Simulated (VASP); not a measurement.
Here is a VASP 6.6.1 calculation.

Contents of INCAR:

```
SYSTEM = Sc
ALGO = Fast
EDIFF = 1E-7
ENCUT = 520
GGA = PS
ISIF = 2
ISMEAR = 0
LASPH = .True.
LCHARG = .False.
LREAL = .False.
LWAVE = .False.
NBANDS = 18
NELM = 100
PREC = Accurate
SIGMA = 0.15
```

KPOINTS

```
k-points
0
Gamma
  15 15 10
  0 0 0
```

The input POSCAR:

```
Sc
1.0
    3.2769240353      0.0000000000      0.0000000000
   -1.6384620176      2.8378994608      0.0000000000
    0.0000000000      0.0000000000      4.8283000000
Sc
2
Direct
    0.3333333333      0.6666666667      0.2500000000
    0.6666666667      0.3333333333      0.7500000000
```

Potentials or basis: VASP PAW PBE potentials, release 64 (Sc_sv).

The run is started by

```console
$ cat potpaw_PBE.64/Sc_sv/POTCAR > POTCAR
$ mpirun -np 1 vasp_std > vasp.out
```

Q: Predict the band gap on the k mesh.

A: Zero (bands 11 and 12 overlap by 2.02 eV).

Q: What does it give for the pressure?

A: 3.2 GPa.

Stress tensor (GPa, compression positive):
```
1.76 0.00 0.00
0.00 1.76 0.00
0.00 0.00 6.07
```

Caveat: the cell stands under pressure; the PAW data sets were made with another functional, which shifts forces and pressure a little.
